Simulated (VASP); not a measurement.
A run of VASP 6.6.1:

Contents of POSCAR:

```
BaS
1.0
    0.0000000000      3.4184046531      3.5194117709
    3.4184046531      0.0000000000      3.5194117709
    3.4184046531      3.4184046531      0.0000000000
Ba S
1 1
Direct
    0.0000000000      0.0000000000      0.0000000000
    0.2500000000      0.2500000000      0.2500000000
```

The input INCAR.step1:

```
  ALGO = Normal
  EDIFF = 1E-5
  ENCUT = 520
  GGA = PE
  ISIF = 2
  ISMEAR = 0
  LASPH = T
  LCHARG = F
  LREAL = F
  LWAVE = T
  NBANDS = 15
  NELM = 80
  PREC = Accurate
  SIGMA = 0.01
```

File INCAR.step2:

```
  ALGO = Normal
  EDIFF = 1E-7
  ENCUT = 520
  GGA = PE
  HFSCREEN = 0.2079
  ISIF = 2
  ISMEAR = 0
  ISTART = 1
  LASPH = T
  LCHARG = F
  LHFCALC = T
  LREAL = F
  LWAVE = F
  NBANDS = 15
  NELM = 80
  PREC = Accurate
  PRECFOCK = Normal
  SIGMA = 0.01
```

KPOINTS

```
k-points
0
Gamma
  4 4 4
```

Potentials or basis: VASP PAW PBE potentials, release 64 (Ba_sv, S).

Run with:

```sh
$ cat potpaw_PBE.64/Ba_sv/POTCAR potpaw_PBE.64/S/POTCAR > POTCAR
$ cp INCAR.step1 INCAR
$ mpirun -np 1 vasp_std > vasp.out
$ cp INCAR.step2 INCAR
$ mpirun -np 1 vasp_std > vasp.out
```

Hardware: 1 thread of Intel(R) Xeon(R) 6975P-C (Granite Rapids), with other jobs on the host.

Question: How long does it take, and how much memory?

Answer: It took 10 min on 1 thread of Intel(R) Xeon(R) 6975P-C (Granite Rapids) (shared host), peak memory 0.32 GiB. Counts: k points 13.
